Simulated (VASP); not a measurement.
KF, 2 atoms in the cell. Symmetry: Pm-3m, No. 221, cubic system. Conventional cell: a = 3.210 Å, b = 3.210 Å, c = 3.210 Å, α = 90.00°, β = 90.00°, γ = 90.00°. K (site symmetry m-3m) has 8 F at 2.78 Å and 6 K at 3.21 Å within 3.7 Å. F (site symmetry m-3m) has 8 K at 2.78 Å and 6 F at 3.21 Å within 3.7 Å.  This cell differs from its parent crystal: volume changed by +3%.

```yaml
Program: VASP 6.6.1
Task: single point
Functional: r2SCAN
Potentials_or_basis: VASP PAW PBE potentials, release 64 (K_sv, F)
Cutoff: 520 eV
k_mesh: 6 × 6 × 6
Occupations: gaussian, width 0.01 eV
Spin: no spin polarisation
Dipole_correction: no
Further_INCAR_settings: ALGO = Normal; EDIFF = 1e-06; NBANDS = 15
```

Potentials or basis: VASP PAW PBE potentials, release 64 (K_sv, F).

Launch:

```bash
$ cat potpaw_PBE.64/K_sv/POTCAR potpaw_PBE.64/F/POTCAR > POTCAR
$ cp INCAR.step1 INCAR
$ mpirun -np 1 vasp_std > vasp.out
$ cp INCAR.step2 INCAR
$ mpirun -np 1 vasp_std > vasp.out
```

Hardware: 1 thread of Intel Xeon 6975P-C, on a shared host.

**Question.** Estimate the wall time of this run.

**Answer.** It took 29 s on 1 thread of Intel Xeon 6975P-C (shared host), peak memory 0.14 GiB. Counts: k points 20.
